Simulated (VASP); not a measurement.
# AlGa3N4 (P1) in VASP: single point with r2SCAN

Aim: the single point of AlGa3N4 with r2SCAN.

Everything below comes from runs of VASP 6.6.1. Logs are shortened: lines on timing, memory, paths and dates and some standing lists are left out, and cuts for length are marked.

## Step 1: The cell of the first run

The typed cell holds 96 atoms: a = 9.493 Å, b = 10.962 Å, c = 10.282 Å, α = 90.00°, β = 90.00°, γ = 90.00°.

## Step 2: Single point, r2SCAN

File POSCAR:

```
AlGa3N4
1.0
    9.4929710000      0.0000000000      0.0000000000
    0.0000000000     10.9616990000      0.0000000000
    0.0000000000      0.0000000000     10.2819170000
Ga Al N
36 12 48
Direct
    0.1663690000      0.0834000000      0.2461950000
    0.9999850000      0.3315970000      0.2484130000
    0.5001250000      0.0831370000      0.2462330000
    0.3331560000      0.3316660000      0.2484990000
    0.3327500000      0.3312580000      0.7503800000
    0.1664080000      0.5831050000      0.2495450000
    0.1657620000      0.5832940000      0.7495760000
    0.9997790000      0.8347910000      0.2473250000
    0.8336740000      0.0830330000      0.2461070000
    0.6670420000      0.3316640000      0.2484380000
    0.6677310000      0.3313360000      0.7504040000
    0.5003080000      0.5834380000      0.2495970000
    0.5005920000      0.5840680000      0.7497500000
    0.3332960000      0.8349350000      0.2473890000
    0.3330640000      0.8355100000      0.7509910000
    0.8334430000      0.5833270000      0.2495060000
    0.8338500000      0.5840840000      0.7494440000
    0.6670670000      0.8348090000      0.2473590000
    0.0000070000      0.1659130000      0.5018780000
    0.3334460000      0.1653930000      0.5011010000
    0.1663930000      0.4158580000      0.5004950000
    0.1661250000      0.4146830000      0.9985200000
    0.0001010000      0.6676820000      0.5005180000
    0.0001610000      0.6690570000      0.9986120000
    0.6668530000      0.1654470000      0.5010390000
    0.5002020000      0.4160700000      0.4995620000
    0.5001660000      0.4150440000      0.9995370000
    0.3333420000      0.6673540000      0.4995950000
    0.3333510000      0.6683420000      0.9996270000
    0.1662840000      0.9173500000      0.5010650000
    0.8337340000      0.4160310000      0.5004380000
    0.8341290000      0.4148910000      0.9985470000
    0.6668580000      0.6676530000      0.5005790000
    0.6668980000      0.6689800000      0.9986150000
    0.5004610000      0.9171770000      0.5011030000
    0.8335300000      0.9170450000      0.5019300000
    0.1658120000      0.0833670000      0.7511920000
    0.9997860000      0.3313270000      0.7499910000
    0.5005110000      0.0825360000      0.7512300000
    0.9994090000      0.8354850000      0.7505660000
    0.8339040000      0.0826050000      0.7510770000
    0.6676750000      0.8353990000      0.7505180000
    0.0000090000      0.1650130000      0.9952500000
    0.3334820000      0.1641020000      0.9963290000
    0.6668690000      0.1642260000      0.9963320000
    0.1660620000      0.9184420000      0.9964530000
    0.5007950000      0.9182010000      0.9963910000
    0.8335020000      0.9181240000      0.9952840000
    0.9999810000      0.1662990000      0.1807400000
    0.9996770000      0.1656260000      0.6935940000
    0.3334000000      0.1659490000      0.1816090000
    0.3334570000      0.1611120000      0.6919910000
    0.1664920000      0.4162250000      0.1878050000
    0.1628540000      0.4140120000      0.6903910000
    0.0000650000      0.6671900000      0.1878200000
    0.0001670000      0.6720430000      0.6902920000
    0.6669260000      0.1659570000      0.1816230000
    0.6671100000      0.1615280000      0.6918610000
    0.5001400000      0.4163500000      0.1886990000
    0.5003440000      0.4158250000      0.6889770000
    0.3333230000      0.6669480000      0.1886950000
    0.3330410000      0.6679260000      0.6888730000
    0.1664260000      0.9168790000      0.1816770000
    0.1626420000      0.9194080000      0.6917800000
    0.8336900000      0.4164070000      0.1878420000
    0.8371460000      0.4147460000      0.6903420000
    0.6669180000      0.6672020000      0.1878070000
    0.6670980000      0.6716380000      0.6904460000
    0.5003940000      0.9166600000      0.1816050000
    0.5038760000      0.9186130000      0.6917870000
    0.8334720000      0.9167200000      0.1807150000
    0.8336740000      0.9174100000      0.6934360000
    0.1663060000      0.0835040000      0.4367410000
    0.1667000000      0.0833690000      0.9371040000
    0.9999210000      0.3319950000      0.4379880000
    0.0000010000      0.3286920000      0.9345910000
    0.5000640000      0.0832380000      0.4364910000
    0.5001650000      0.0832200000      0.9371860000
    0.3331100000      0.3321000000      0.4385870000
    0.3334490000      0.3285520000      0.9395490000
    0.1663400000      0.5830130000      0.4391380000
    0.1667100000      0.5830750000      0.9384620000
    0.9997430000      0.8343040000      0.4373380000
    0.0001650000      0.8380960000      0.9360200000
    0.8336990000      0.0830440000      0.4369390000
    0.8333960000      0.0833620000      0.9369940000
    0.6670400000      0.3320800000      0.4384700000
    0.6667580000      0.3286380000      0.9395840000
    0.5003220000      0.5834170000      0.4389810000
    0.5000480000      0.5831370000      0.9385980000
    0.3332390000      0.8345690000      0.4379450000
    0.3333140000      0.8380490000      0.9410590000
    0.8333680000      0.5832420000      0.4393180000
    0.8334550000      0.5831770000      0.9383440000
    0.6670460000      0.8343570000      0.4374400000
    0.6668120000      0.8380370000      0.9359780000
```

File INCAR.step1:

```
PREC = Accurate ; ENCUT = 770
ISMEAR = -1 ; SIGMA = 0.05
LREAL = Auto ; LASPH = True
NELM = 120 ; ISYM = -1
NBANDS = 426 ; GGA = PE
ALGO = Normal ; EDIFF = 1E-5
LWAVE = True ; LCHARG = False
GGA_COMPAT = False ; KPAR = 1
```

File INCAR.step2:

```
PREC = Accurate ; ENCUT = 770
EDIFF = 1E-6 ; ISMEAR = -1
SIGMA = 0.05 ; LREAL = Auto
LASPH = True ; NELM = 120
ALGO = Normal ; ISIF = 2
LWAVE = False ; LCHARG = False
METAGGA = R2SCAN ; LMIXTAU = True
ISYM = -1 ; NBANDS = 426
ISTART = 1 ; GGA_COMPAT = False
KPAR = 1
```

File KPOINTS:

```
explicit points
1
Reciprocal
  0.25000000   0.25000000   0.25000000 1
```

Potentials or basis: VASP PAW PBE potentials, release 64 (Ga_d, Al, N).

The run is started by

```bash
$ cat potpaw_PBE.64/Ga_d/POTCAR potpaw_PBE.64/Al/POTCAR potpaw_PBE.64/N/POTCAR > POTCAR
$ cp INCAR.step1 INCAR
$ mpirun -np 8 vasp_std > vasp.out
$ cp INCAR.step2 INCAR
$ mpirun -np 8 vasp_std > vasp.out
```

OUTCAR:

```text
PREC = Accurate
   ENCUT = 770
   EDIFF = 1E-6
   ISMEAR = -1
   LREAL = Auto
   LASPH = True
   NELM = 120
   ISIF = 2
   METAGGA = R2SCAN
   ISYM = -1
   ISTART = 1

 ion  position               nearest neighbor table
   1  0.166  0.083  0.246-  63 1.94  49 1.94  51 1.94  73 1.96  46 3.14
   2  1.000  0.332  0.248-  65 1.93  53 1.94  49 1.94  75 1.95
   3  0.500  0.083  0.246-  51 1.94  69 1.94  57 1.94  77 1.96  47 3.14
   4  0.333  0.332  0.248-  53 1.94  59 1.94  51 1.94  79 1.95
   5  0.333  0.331  0.750-  80 1.95  60 1.95  54 1.95  52 1.96  44 3.12
   6  0.166  0.583  0.250-  55 1.94  61 1.94  53 1.94  81 1.95
   7  0.166  0.583  0.750-  62 1.94  82 1.94  56 1.95  54 1.95
   8  1.000  0.835  0.247-  55 1.94  63 1.94  71 1.94  83 1.95
   9  0.834  0.083  0.246-  57 1.94  71 1.94  49 1.94  85 1.96
  10  0.667  0.332  0.248-  59 1.94  65 1.94  57 1.94  87 1.95
  11  0.668  0.331  0.750-  60 1.94  88 1.95  66 1.95  58 1.96  45 3.12
  12  0.500  0.583  0.250-  61 1.93  59 1.94  67 1.94  89 1.95
  13  0.501  0.584  0.750-  62 1.94  90 1.94  60 1.95  68 1.95
  14  0.333  0.835  0.247-  61 1.94  63 1.94  69 1.94  91 1.96
  15  0.333  0.836  0.751-  62 1.94  92 1.95  70 1.96  64 1.96  46 3.12  47 3.12  39 3.14
  16  0.833  0.583  0.250-  67 1.94  55 1.94  65 1.94  93 1.95
  17  0.834  0.584  0.749-  94 1.94  56 1.95  68 1.95  66 1.95
  18  0.667  0.835  0.247-  67 1.94  69 1.94  71 1.94  95 1.95
  19  0.000  0.166  0.502-  75 1.94  73 1.94  85 1.94  50 1.97  38 3.13  37 3.14
  20  0.333  0.165  0.501-  79 1.94  77 1.94  73 1.94  52 1.96
  21  0.166  0.416  0.500-  79 1.94  81 1.94  75 1.94  54 1.95
  22  0.166  0.415  0.999-  80 1.94  53 1.95  82 1.95  76 1.95  38 3.14
  23  0.000  0.668  0.501-  81 1.94  93 1.94  83 1.94  56 1.95
  24  0.000  0.669  0.999-  82 1.94  94 1.94  55 1.95  84 1.96  40 3.14
  25  0.667  0.165  0.501-  87 1.94  85 1.94  77 1.94  58 1.96
  26  0.500  0.416  0.500-  87 1.94  89 1.94  79 1.94  60 1.95
  27  0.500  0.415  1.000-  88 1.94  59 1.95  80 1.95  90 1.95
  28  0.333  0.667  0.500-  89 1.94  81 1.94  91 1.94  62 1.95
  29  0.333  0.668  1.000-  90 1.94  82 1.94  61 1.94  92 1.96
  30  0.166  0.917  0.501-  73 1.94  91 1.94  83 1.94  64 1.96
  31  0.834  0.416  0.500-  75 1.94  93 1.94  87 1.94  66 1.95
  32  0.834  0.415  0.999-  88 1.95  94 1.95  65 1.95  76 1.95  38 3.14
  33  0.667  0.668  0.501-  93 1.94  89 1.94  95 1.94  68 1.95
  34  0.667  0.669  0.999-  94 1.94  90 1.94  67 1.95  96 1.96  42 3.14
  35  0.500  0.917  0.501-  95 1.94  77 1.94  91 1.94  70 1.96
  36  0.834  0.917  0.502-  83 1.94  85 1.94  95 1.94  72 1.97  42 3.13  40 3.13  41 3.14
  37  0.166  0.083  0.751-  64 1.90  52 1.91  50 1.91  74 1.91  43 3.09  46 3.10  44 3.11  19 3.14
                            38 3.14  40 3.14  41 3.15  39 3.18
  38  1.000  0.331  0.750-  54 1.90  66 1.90  76 1.90  50 1.91  43 3.11  19 3.13  32 3.14  22 3.14
                            37 3.14  41 3.15
  39  0.501  0.083  0.751-  70 1.90  58 1.90  52 1.90  78 1.91  47 3.10  45 3.11  44 3.11  42 3.14
                            15 3.14  41 3.16  37 3.18
[... 324 lines left out ...]
   EFERMI =   0.00;   METHOD = LEGACY
   ISMEAR =    -1;   SIGMA  =   0.05  broadening in eV -4-tet -1-fermi 0-gaus
   EFERMI_NEDOS =   21; number of points for ismear=-14 and -15
   IALGO  =     38    algorithm
   IMIX   =      4    mixing-type and parameters
     AMIX     =   0.40;   BMIX     =  1.00
     AMIX_MAG =   1.60;   BMIX_MAG =  1.00
  volume/ion in A,a.u.               =      11.15        75.21
  Fermi-wavevector in a.u.,A,eV,Ry     =   1.450378  2.740816 28.621153  2.103595
  Thomas-Fermi vector in A             =   2.567997
   LORBIT       =      0    0 simple, 1 ext, 2 COOP (PROOUT), +10 PAW based schemes
   METAGGA = R2SCAN    functional components
   LHFCALC =     F    Hartree Fock is set to
   AEXX    =    0.0000 exact exchange contribution
   IVDW    =     0    specifies the selected vdW correction
   LEPSILON=     F    determine dielectric tensor
   LRPA    =     F    only Hartree local field effects (RPA)
 non-spin polarized calculation
  energy-cutoff  :      770.00
  volume of cell :     1069.93
 maximum number of plane-waves:     51897
 NGX is ok and might be reduce to    90
   NGX = 43   NGY = 49   NGZ = 47

 number of electron     744.0000029 magnetization

 Free energy of the ion-electron system (eV)
  ---------------------------------------------------
  ext. energy  EPLUGINS =         0.00000000
  ---------------------------------------------------
  free energy    TOTEN  =     -1019.09984037 eV

  energy without entropy =    -1019.09984037  energy(sigma->0) =    -1019.09984037

 E-fermi :   6.4400     XC(G=0): -12.3653

 val. band max:        5.2075961783   @ k =   0.2500   0.2500   0.2500
 cond. band min:       9.0541549353   @ k =   0.2500   0.2500   0.2500
 fundamental gap:      3.8465587570
 Fermi energy:         6.4400358413

 k-point     1 :       0.2500    0.2500    0.2500
  band No.  band energies     occupation
      1     -11.2129      2.00000
      2     -10.9285      2.00000
      3     -10.8752      2.00000
      4     -10.8573      2.00000
      5     -10.6560      2.00000
      6     -10.6219      2.00000
[... 376 lines left out ...]
    383      10.9083      0.00000
    384      10.9734      0.00000
 [bands above 384 left out]

------------------------ aborting loop because EDIFF is reached ----------------------------------------

  FORCE on cell =-STRESS in cart. coord.  units (eV):
  Direction    XX          YY          ZZ          XY          YZ          ZX
  --------------------------------------------------------------------------------------
  -------------------------------------------------------------------------------------
  Total        4.0950347      3.9180301      3.5491790      0.0952975     -0.2193946     -0.0612257
  in kB        6.1321680      5.8671100      5.3147687      0.1427046     -0.3285356     -0.0916833
  external PRESSURE =       5.7713489 kB  Pullay stress =       0.0000000 kB

 VOLUME and BASIS-vectors are now :
 -----------------------------------------------------------------------------
  energy-cutoff  :      770.00
  volume of cell :     1069.93
      direct lattice vectors                 reciprocal lattice vectors
     9.492971000  0.000000000  0.000000000     0.105341099  0.000000000  0.000000000
     0.000000000 10.961699000  0.000000000     0.000000000  0.091226734  0.000000000
     0.000000000  0.000000000 10.281917000     0.000000000  0.000000000  0.097258128

 POSITION                                       TOTAL-FORCE (eV/Angst)
 -----------------------------------------------------------------------------------
      1.57934      0.91421      2.53136         0.004192      0.004549     -0.000305
      9.49283      3.63487      2.55416         0.001316     -0.007977     -0.016180
      4.74767      0.91132      2.53175         0.001401      0.004655      0.002037
      3.16264      3.63562      2.55505         0.000258     -0.009092     -0.020800
      3.15879      3.63115      7.71534        -0.001099     -0.003876      0.013852
      1.57971      6.39182      2.56580        -0.001212     -0.004886     -0.005706
[... 88 lines left out ...]
      6.33225      9.14597      4.49772         0.001678      0.000552     -0.000373
      6.33003      9.18631      9.62365         0.000153      0.130128     -0.054375
 -----------------------------------------------------------------------------------
    total drift:                                0.013579      0.025251      0.036233

  FREE ENERGIE OF THE ION-ELECTRON SYSTEM (eV)
  ---------------------------------------------------
  free  energy   TOTEN  =     -1019.0998403746 eV

  energy  without entropy=    -1019.0998403746  energy(sigma->0) =    -1019.09984037
```

Run time: 25 min. Hardware: 8 MPI ranks of AMD EPYC 7R13 (Zen 3), shared host; peak memory 0.56 GiB.

What came out:

```yaml
Free_energy: -1019.0998 eV
Pressure: 0.6 GPa
Largest_force: 0.173 eV/Å
Band_gap_on_the_k_mesh: 3.85 eV
```

Forces in eV/Å, atoms in the order of the input:
```
Ga   0.004  0.005  0.000
Ga   0.001 -0.008 -0.016
Ga   0.001  0.005  0.002
Ga   0.000 -0.009 -0.021
Ga  -0.001 -0.004  0.014
Ga  -0.001 -0.005 -0.006
Ga  -0.002  0.004 -0.003
Ga   0.003 -0.003 -0.014
Ga  -0.002  0.006  0.003
Ga   0.002 -0.008 -0.021
Ga   0.001 -0.009  0.015
Ga   0.006  0.001 -0.005
Ga   0.003  0.002  0.003
Ga   0.002 -0.004 -0.020
Ga   0.000 -0.009  0.007
Ga   0.004 -0.002 -0.006
Ga   0.006  0.002 -0.001
Ga  -0.002 -0.003 -0.013
Ga  -0.003 -0.002 -0.011
Ga  -0.004 -0.003  0.000
Ga  -0.005 -0.003  0.002
Ga  -0.006  0.008 -0.017
Ga  -0.001  0.008  0.009
Ga   0.000  0.000 -0.010
Ga  -0.004 -0.003  0.002
Ga   0.000 -0.006 -0.008
Ga   0.000  0.004 -0.001
Ga  -0.003  0.002 -0.007
Ga  -0.004  0.003  0.001
Ga  -0.003  0.003  0.004
Ga   0.003 -0.004  0.000
Ga   0.001  0.006 -0.016
Ga  -0.004  0.007  0.008
Ga   0.000  0.000 -0.010
Ga  -0.004  0.003  0.003
Ga  -0.005 -0.001 -0.015
Al   0.003 -0.007  0.006
Al   0.002  0.012  0.004
Al   0.006 -0.001  0.003
Al   0.004 -0.012 -0.003
Al  -0.008  0.004  0.009
Al  -0.005 -0.006 -0.005
Al  -0.002  0.016  0.020
Al   0.001  0.023  0.023
Al   0.001  0.024  0.023
Al   0.004 -0.004  0.025
Al  -0.006 -0.001  0.026
Al   0.000  0.003  0.017
N   -0.001 -0.001 -0.142
N    0.002  0.004  0.121
N   -0.001 -0.005 -0.139
N   -0.001 -0.132  0.088
N   -0.002  0.001  0.001
N   -0.127 -0.078  0.054
N   -0.002  0.000  0.001
N   -0.001  0.149  0.055
N   -0.001 -0.005 -0.139
N   -0.002 -0.130  0.089
N   -0.001  0.001  0.006
N    0.001  0.001  0.002
N   -0.001 -0.001  0.005
N   -0.001 -0.003  0.003
N   -0.004  0.003 -0.141
N   -0.121  0.070  0.093
N   -0.001  0.001  0.001
N    0.124 -0.078  0.054
N   -0.002  0.000  0.000
N    0.001  0.146  0.054
N    0.001  0.002 -0.141
N    0.118  0.071  0.094
N   -0.001  0.001 -0.143
N    0.003  0.002  0.127
N    0.003  0.000  0.004
N    0.000 -0.009 -0.007
N    0.002  0.000  0.001
N    0.000 -0.139 -0.103
N    0.002  0.001  0.003
N    0.001 -0.009 -0.006
N    0.002  0.000  0.007
N    0.002 -0.146  0.044
N    0.003  0.000  0.011
N    0.002  0.002 -0.002
N    0.003  0.001 -0.001
N    0.000  0.131 -0.054
N    0.002  0.000  0.003
N    0.000 -0.009 -0.007
N    0.002  0.000  0.007
N    0.002 -0.146  0.044
N    0.003  0.000  0.011
N    0.001  0.002 -0.001
N    0.002  0.001  0.004
N    0.001  0.136  0.082
N    0.002  0.000  0.012
N    0.001  0.002 -0.003
N    0.002  0.001  0.000
N    0.000  0.130 -0.054
```

Caveat: the PAW data sets were made with another functional, which shifts forces and pressure a little; a shifted mesh leaves out Γ, where band edges can lie. A k mesh can miss the band edges.
